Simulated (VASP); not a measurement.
Wanted: the native input for a VASP 6.6.1 run.

| Quantity | Value |
| --- | --- |
| Task | relaxation of cell and atoms |
| Functional | PBE |
| Potentials or basis | VASP PAW PBE potentials, release 64 (Zn) |
| Cutoff | 600 eV |
| k mesh | 22 × 22 × 22 |
| Occupations | fermi-dirac, width 0.05 eV |
| Spin | no spin polarisation |
| Target pressure | 490 GPa |
| Dipole correction | no |
| Further INCAR settings | ALGO = Normal; EDIFF = 1e-06; IBRION = 2; EDIFFG = -0.005; NSW = 60; ISIF = 3 |

The structure of Zn lies in POSCAR:

```
Zn
1.0
    0.0000000000      1.4830590994      1.4830590994
    1.4830590994      0.0000000000      1.4830590994
    1.4830590994      1.4830590994      0.0000000000
Zn
1
Direct
    0.0000000000      0.0000000000      0.0000000000
```

One way to write it, as run:

INCAR

```
PREC = Accurate ; ENCUT = 600
EDIFF = 1E-6 ; ISMEAR = -1
SIGMA = 0.05 ; LREAL = F
LASPH = T ; NELM = 80
ALGO = Normal ; ISIF = 3
LWAVE = F ; LCHARG = F
GGA = PE ; IBRION = 2
NSW = 60 ; EDIFFG = -0.005
PSTRESS = 4900.0
```

KPOINTS

```
regular mesh
0
Gamma
  22 22 22
```

Potentials or basis: VASP PAW PBE potentials, release 64 (Zn).

Command:

```bash
$ cat potpaw_PBE.64/Zn/POTCAR > POTCAR
$ mpirun -np 1 vasp_std > vasp.out
```

Results of the run:

```
Relaxed volume                                         : 6.59 Å³/atom
Relaxed cell                                           : a = 2.104 Å, b = 2.104 Å, c = 2.104 Å, α = 60.00°, β = 60.00°, γ = 60.00°
Space group after relaxing (to 0.05 Å)                 : Fm-3m (No. 225)
Energy change on relaxing (the enthalpy is what falls) : -195.6 meV/atom
Ionic steps                                            : 4
Pressure after relaxing                                : 490.1 GPa
Band gap on the k mesh                                 : zero (band 6 reaches 15.45 eV, above the bottom of band 7 at 13.89 eV)
```

Caveat: the cell is relaxed towards a set pressure, so the enthalpy falls and the energy may rise.

Run time: 90 s on 1 thread of Intel Xeon 8259CL, on a shared host, peak memory 0.15 GiB.
